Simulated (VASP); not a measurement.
A run of VASP 6.6.1 is set up as follows.

File INCAR:

```
ALGO = Normal
EDIFF = 1E-6
ENCUT = 520
GGA = PE
ISIF = 2
ISMEAR = 0
LASPH = True
LCHARG = True
LELF = True
LREAL = False
LVHAR = True
LWAVE = False
NBANDS = 33
NELM = 80
PREC = Accurate
SIGMA = 0.1
```

File KPOINTS:

```
k-points
0
Gamma
  8 8 8
```

Contents of POSCAR:

```
GeSb2Te4
1.0
   -3.0583613243      3.0583613243      6.0658885736
    3.0583613243     -3.0583613243      6.0658885736
    3.0583613243      3.0583613243     -6.0658885736
Ge Sb Te
1 2 4
Direct
    0.0000000000      0.0000000000      0.0000000000
    0.5000000000      0.5000000000      0.0000000000
    0.2500000000      0.7500000000      0.5000000000
    0.5034776084      0.0034776084      0.5000000000
    0.2461633354      0.2461633354      0.0000000000
    0.9965223916      0.4965223916      0.5000000000
    0.7538366646      0.7538366646      0.0000000000
```

Potentials or basis: VASP PAW PBE potentials, release 64 (Ge_d, Sb, Te).

The run is started by

```console
$ cat potpaw_PBE.64/Ge_d/POTCAR potpaw_PBE.64/Sb/POTCAR potpaw_PBE.64/Te/POTCAR > POTCAR
$ mpirun -np 1 vasp_std > vasp.out
```

Q: What does it give for the pressure?

A: 0.0 GPa.

Q: What does it give for the band gap on the k mesh?

A: Zero (bands 24 and 25 overlap by 0.15 eV).

Forces in eV/Å, atoms in the order of the input:
```
Ge   0.000  0.000  0.000
Sb   0.000  0.000  0.000
Sb   0.000  0.000  0.000
Te   0.000  0.000 -0.002
Te   0.000  0.000  0.001
Te   0.000  0.000  0.002
Te   0.000  0.000 -0.001
```

Caveat: spin-orbit coupling is left out, which moves the levels of the heavy elements.
